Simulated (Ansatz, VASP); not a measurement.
## HfN: VASP beside Ansatz

Contents of POSCAR:

```
HfN
1.0
    0.0000000000      2.4548220000      2.3934514500
    2.4548220000      0.0000000000      2.3934514500
    2.4548220000      2.4548220000      0.0000000000
Hf N
1 1
Direct
    0.0000000000      0.0000000000      0.0000000000
    0.7500000000      0.7500000000      0.7500000000
```

INCAR.step1

```
PREC = Accurate
ENCUT = 520
ISMEAR = 0
SIGMA = 0.15
LREAL = False
LASPH = True
NELM = 100
NBANDS = 14
GGA = PE
ALGO = Normal
EDIFF = 1E-4
LWAVE = True
LCHARG = False
```

The input INCAR.step2:

```
PREC = Accurate
ENCUT = 520
EDIFF = 1E-6
ISMEAR = 0
SIGMA = 0.15
LREAL = False
LASPH = True
NELM = 100
ALGO = Normal
ISIF = 2
LWAVE = False
LCHARG = False
METAGGA = R2SCAN
LMIXTAU = True
NBANDS = 14
ISTART = 1
```

File KPOINTS:

```
Automatic mesh
0
Gamma
  16 16 16
```

Input for Ansatz:

```yaml
crystal:
  lattice:
    - [0.0, 2.454822, 2.39345145]
    - [2.454822, 0.0, 2.39345145]
    - [2.454822, 2.454822, 0.0]
  atoms:
    - { symbol: Hf, position: [0.0, 0.0, 0.0] }
    - { symbol: "N", position: [0.75, 0.75, 0.75] }
basis:
  ecutwfc: 500
kpoints:
  mp_grid: { grid: [16, 16, 16] }
hamiltonian:
  xc: r2scan
scf:
  occupations: { method: gaussian, width: 0.15 }
output:
  forces: true
  stress: true
  eigenvalues: true
```

Change from the starting cell: strain +0.000 along x and y, -0.025 along z, atoms carried along.

Alike in both runs: task single point; functional r2SCAN; k mesh 16 × 16 × 16; occupations gaussian, width 0.15 eV; no spin polarisation.

|  | VASP | Ansatz |
| --- | --- | --- |
| version | VASP 6.6.1 | Ansatz 0.2.0 |
| potentials or method | VASP PAW PBE potentials, release 64 (Hf_pv, N), cutoff 520 eV | scalar-relativistic, plane waves, PAW |
| valence electrons in the cell | 15 | 31 |

Ansatz gave:

```
gap on the k mesh at the Fermi level (eV)                     : none
pressure (GPa)                                                : 3.0
traceless stress, the component that is largest in VASP (GPa) : 2.66
```

Estimate VASP's values.

gap on the k mesh at the Fermi level (eV): none; pressure (GPa): 1.6; traceless stress, the component that is largest in VASP (GPa): 2.67.

VASP's potentials were made for PBE, not for r2SCAN. A gap of «none» marks a metal or a gap that the smearing closes. With one functional, cell and mesh, what is left measures potentials, basis and numerics. VASP's potentials hold 15 valence electrons a cell and Ansatz's 31, so a difference there can come from the potentials and not from the codes.

Neither program's run includes spin-orbit coupling.
